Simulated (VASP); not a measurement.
Set up this calculation in VASP 6.6.1, as the native input.

```yaml
Task: single point
Functional: LDA
Potentials_or_basis: VASP PAW LDA potentials, release 64 (Si, O)
Cutoff: 520 eV
k_mesh: 6 × 6 × 6
Occupations: gaussian, width 0.05 eV
Spin: no spin polarisation
Dipole_correction: no
Further_INCAR_settings: ALGO = Normal; EDIFF = 1e-07; NBANDS = 40
```

The structure of Si4O7 (a cell with a defect) lies in POSCAR:

```
Si4O7
1.0
    0.0000000000      4.1548619959     -2.6614337333
    0.0000000000     -4.1548619959     -2.6614337333
   -4.1548619959      0.0000000000      2.6614337333
Si O
4 7
Direct
    0.2500000000      0.7500000000      0.5000000000
    0.7500000000      0.2500000000      0.5000000000
    0.0000000000      0.0000000000      1.0000000000
    0.5000000000      0.5000000000      1.0000000000
    1.0000000000      0.3055647994      0.3055647994
    0.5555647994      0.7500000000      0.8055647994
    0.0555647994      0.2500000000      0.8055647994
    0.0000000000      0.6944352006      0.6944352006
    0.4787265262      0.0000000000      0.4787265262
    0.9444352006      0.7500000000      0.1944352006
    0.4444352006      0.2500000000      0.1944352006
```

This cell differs from its parent crystal: atom 9 moved 0.500 of the way to it and -0.125 Å across, host rigid.

The input as run:

INCAR

```
  PREC = Accurate
  ENCUT = 520
  EDIFF = 1E-7
  ISMEAR = 0
  SIGMA = 0.05
  LREAL = F
  LASPH = T
  NELM = 100
  ALGO = Normal
  ISIF = 2
  LWAVE = F
  LCHARG = F
  GGA = CA
  NBANDS = 40
```

KPOINTS

```
Automatic mesh
0
Gamma
  6 6 6
```

Potentials or basis: VASP PAW LDA potentials, release 64 (Si, O).

The run is started by

```bash
$ cat potpaw_LDA.64/Si/POTCAR potpaw_LDA.64/O/POTCAR > POTCAR
$ mpirun -np 1 vasp_std > vasp.out
```

It gave:

```yaml
Pressure: 41.8 GPa
Largest_force: 20.202 eV/Å
Band_gap_on_the_k_mesh: zero (band 29 reaches 11.51 eV, above the bottom of band 30 at 11.43 eV)
```

Caveat: the cell differs from its parent crystal (atom 9 moved 0.500 of the way to it and -0.125 Å across, host rigid).

It took 3.6 min on 1 thread of Intel(R) Xeon(R) Platinum 8259CL CPU @ 2.50GHz (Skylake/Cascade Lake), with other jobs on the host, peak memory 0.26 GiB.
